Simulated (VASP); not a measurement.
A run of VASP 6.6.1 is set up as follows.

INCAR

```
SYSTEM = Ir
  PREC = Accurate
  ENCUT = 520
  EDIFF = 1E-6
  ISMEAR = 0
  SIGMA = 0.15
  LREAL = .FALSE.
  LASPH = .TRUE.
  NELM = 150
  ALGO = Normal
  ISIF = 2
  LWAVE = .FALSE.
  LCHARG = .FALSE.
  ISPIN = 2
  MAGMOM = 0.1 0.1
  LORBIT = 11
  NUPDOWN = 0.2
  LMAXMIX = 4
  GGA = CA
  NBANDS = 20
```

The input KPOINTS:

```
Automatic mesh
0
G
  21 21 12
  0 0 0
```

The input POSCAR:

```
Ir
1.0
    2.8094117329      0.0000000000      0.0000000000
   -1.4047058664      2.4330219303      0.0000000000
    0.0000000000      0.0000000000      4.5551365798
Ir
2
Direct
    0.6666666667      0.3333333333      0.7500000000
    0.3333333333      0.6666666667      0.2500000000
```

Potentials or basis: VASP PAW LDA potentials, release 64 (Ir).

The run is started by

```bash
$ cat potpaw_LDA.64/Ir/POTCAR > POTCAR
$ mpirun -np 1 vasp_std > vasp.out
```

Problem. What does it give for the pressure?

Solution. -32.4 GPa.

Stress tensor (GPa, compression positive):
```
-32.21   0.00   0.00
  0.00 -32.21   0.00
  0.00   0.00 -32.84
```

Caveat: the cell stands under tension; the total moment is fixed, so each spin has its own Fermi level and the state may be an excited one.
